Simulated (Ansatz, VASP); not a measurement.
Two plane-wave programs on Ta

The input INCAR:

```
PREC = Accurate
ENCUT = 520
EDIFF = 1E-6
ISMEAR = 0
SIGMA = 0.15
LREAL = F
LASPH = T
NELM = 60
ALGO = Normal
ISIF = 2
LWAVE = F
LCHARG = F
GGA = PS
NBANDS = 12
```

File KPOINTS:

```
Automatic mesh
0
Gamma
  20 20 20
```

Contents of POSCAR:

```
Ta
1.0
   -1.6265108000      1.6265108000      1.6512800000
    1.6265108000     -1.6265108000      1.6512800000
    1.6265108000      1.6265108000     -1.6512800000
Ta
1
Direct
    0.0000000000      0.0000000000      0.0000000000
```

Input for Ansatz:

```yaml
crystal:
  lattice:
    - [-1.6265108, 1.6265108, 1.65128]
    - [1.6265108, -1.6265108, 1.65128]
    - [1.6265108, 1.6265108, -1.65128]
  atoms:
    - { symbol: Ta, position: [0.0, 0.0, 0.0] }
basis:
  ecutwfc: 420
kpoints:
  mp_grid: { grid: [20, 20, 20] }
hamiltonian:
  xc: pbesol
scf:
  occupations: { method: gaussian, width: 0.15 }
output:
  forces: true
  stress: true
  eigenvalues: true
```

Change from the starting cell: strain -0.015 along x and y, +0.000 along z, atoms carried along.

Alike in both runs: task single point; functional PBEsol; k mesh 20 × 20 × 20; occupations gaussian, width 0.15 eV; no spin polarisation.

```csv
,VASP,Ansatz
version,VASP 6.6.1,Ansatz 0.2.0
potentials or method,"VASP PAW PBE potentials, release 64 (Ta_pv), cutoff 520 eV","scalar-relativistic, plane waves, PAW"
valence electrons in the cell,11,13
```

VASP gave:

- gap on the k mesh at the Fermi level (eV): none
- pressure (GPa): 2.7
- traceless stress, the component that is largest in VASP (GPa): -1.33

Task: What did Ansatz give for the same quantities?

Result: gap on the k mesh at the Fermi level (eV): none; pressure (GPa): 2.5; traceless stress, the component that is largest in VASP (GPa): -1.33.

VASP's potentials were made for PBE, not for PBEsol. A gap of «none» marks a metal or a gap that the smearing closes. The functional is the same, so the differences come from potentials, cutoffs and numerics. VASP's potentials hold 11 valence electrons a cell and Ansatz's 13, so a difference there can come from the potentials and not from the codes.

Spin-orbit coupling is off throughout.
